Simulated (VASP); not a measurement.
A run of VASP 6.6.1 is set up as follows.

The input INCAR:

```
  AGGAC = 1.0
  AGGAX = 1.0
  ALDAC = 0.0
  ALDAX = 1.0
  ALGO = Normal
  EDIFF = 1E-7
  ENCUT = 520
  GGA = B5
  ISIF = 2
  ISMEAR = -1
  LASPH = T
  LCHARG = T
  LELF = T
  LREAL = F
  LVHAR = T
  LWAVE = F
  NBANDS = 11
  NELM = 80
  PREC = Accurate
  SIGMA = 0.1
```

Contents of KPOINTS:

```
k-points
0
Gamma
  10 10 10
```

POSCAR

```
BN
1.0
    1.2511217800      0.7223355000      3.3729344000
   -1.2511217800      0.7223355000      3.3729344000
    0.0000000000     -1.4446710000      3.3729344000
B N
1 1
Direct
    0.9996712000      0.9996712000      0.9996712000
    0.3327618000      0.3327618000      0.3327618000
```

Potentials or basis: VASP PAW PBE potentials, release 64 (B, N).

Run with:

```sh
$ cat potpaw_PBE.64/B/POTCAR potpaw_PBE.64/N/POTCAR > POTCAR
$ mpirun -np 1 vasp_std > vasp.out
```

Problem. What does it give for the band gap on the k mesh?

Solution. 4.32 eV, indirect (least direct gap 4.94 eV).

Problem. Estimate the pressure.

Solution. 5.5 GPa.

Stress tensor (GPa, compression positive):
```
6.26 0.00 0.00
0.00 6.26 0.00
0.00 0.00 3.94
```

Caveat: the PAW data sets were made with another functional, which shifts forces and pressure a little. A k mesh can miss the band edges.
